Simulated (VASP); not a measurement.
Input of a VASP 6.6.1 run:

Contents of INCAR:

```
SYSTEM = Al
  PREC = Accurate
  ENCUT = 520
  EDIFF = 1E-7
  ISMEAR = 0
  SIGMA = 0.15
  LREAL = .False.
  LASPH = .True.
  NELM = 80
  ALGO = Fast
  ISIF = 2
  LWAVE = .False.
  LCHARG = .False.
  GGA = PS
  NBANDS = 14
```

KPOINTS

```
regular mesh
0
Gamma
  16 16 5
  0 0 0
```

File POSCAR:

```
Al
1.0
   -1.6063180831      1.6063180831     -1.6063180831
   -1.6063180831     -1.6063180831      1.6063180831
   -1.2850544665      6.1040087160      6.7465359492
Al
4
Direct
   -0.2625000000     -0.4375000000      0.8750000000
    0.4625000000      0.4375000000      0.1250000000
   -0.1125000000     -0.1875000000      0.3750000000
    0.3125000000      0.1875000000      0.6250000000
```

Potentials or basis: VASP PAW PBE potentials, release 64 (Al).

Run with:

```sh
$ cat potpaw_PBE.64/Al/POTCAR > POTCAR
$ mpirun -np 1 vasp_std > vasp.out
```

**Question.** Estimate the largest force.

**Answer.** 2.038 eV/Å.

**Question.** Estimate the pressure.

**Answer.** 3.5 GPa.

**Question.** What does it give for the band gap on the k mesh?

**Answer.** Zero (bands 6 and 7 overlap by 6.52 eV).

Stress tensor (GPa, compression positive):
```
-0.49  1.17  1.47
 1.17  2.52  4.00
 1.47  4.00  8.40
```

Caveat: the cell differs from its parent crystal (the part above a cut slid along it); the stress differs along the axes, from -0 to 8 GPa; the PAW data sets were made with another functional, which shifts forces and pressure a little.
